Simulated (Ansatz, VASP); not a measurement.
**Two plane-wave programs on PbSe**

The input POSCAR:

```
PbSe
1.0
    5.1741302537      0.0000000000      0.0000000000
   -2.5870651268      4.4809282423      0.0000000000
    0.0000000000      0.0000000000      6.2132838629
Pb Se
2 2
Direct
    0.3333333333      0.6666666667      0.2500000000
    0.6666666667      0.3333333333      0.7500000000
    0.6666666667      0.3333333333      0.2500000000
    0.3333333333      0.6666666667      0.7500000000
```

INCAR.step1

```
ALGO = Normal
EDIFF = 1E-4
ENCUT = 520
GGA = PE
ISMEAR = 0
LASPH = T
LCHARG = F
LREAL = F
LWAVE = T
NBANDS = 28
NELM = 80
PREC = Accurate
SIGMA = 0.01
```

The input INCAR.step2:

```
ALGO = Normal
EDIFF = 1E-7
ENCUT = 520
ISIF = 2
ISMEAR = 0
ISTART = 1
LASPH = T
LCHARG = F
LMIXTAU = T
LREAL = F
LWAVE = F
METAGGA = R2SCAN
NBANDS = 28
NELM = 80
PREC = Accurate
SIGMA = 0.01
```

The input KPOINTS:

```
k-points
0
Gamma
  6 6 4
```

Input for Ansatz:

```yaml
crystal:
  lattice:
    - [5.1741302537, 0.0, 0.0]
    - [-2.5870651268, 4.4809282423, 0.0]
    - [0.0, 0.0, 6.2132838629]
  atoms:
    - { symbol: Pb, position: [0.3333333333, 0.6666666667, 0.25] }
    - { symbol: Pb, position: [0.6666666667, 0.3333333333, 0.75] }
    - { symbol: Se, position: [0.6666666667, 0.3333333333, 0.25] }
    - { symbol: Se, position: [0.3333333333, 0.6666666667, 0.75] }
kpoints:
  mp_grid: { grid: [6, 6, 4] }
hamiltonian:
  xc: r2scan
scf:
  occupations: { method: fixed }
  n_extra_bands: 5
  mixing: { beta: 0.05 }
  max_iter: 55
output:
  forces: true
  stress: true
  eigenvalues: true
```

Alike in both runs: task single point; functional r2SCAN; k mesh 6 × 6 × 4; no spin polarisation.

|  | VASP | Ansatz |
| --- | --- | --- |
| version | VASP 6.6.1 | Ansatz 0.2.0 |
| potentials or method | VASP PAW PBE potentials, release 64 (Pb_d, Se) | plane waves |
| plane-wave cutoff (eV) | 520 | 500 |
| occupations | gaussian, width 0.01 eV | fixed |
| valence electrons in the cell | 40 | 60 |

```tsv
	VASP	Ansatz	Ansatz less VASP
gap on the k mesh at the Fermi level (eV)	1.48	1.48	-0.002
pressure (GPa)	0.0	0.0	-0.01
```

VASP's potentials were made for PBE, not for r2SCAN. VASP's potentials hold 40 valence electrons a cell and Ansatz's 60, so a difference there can come from the potentials and not from the codes.

Neither program's run includes spin-orbit coupling.
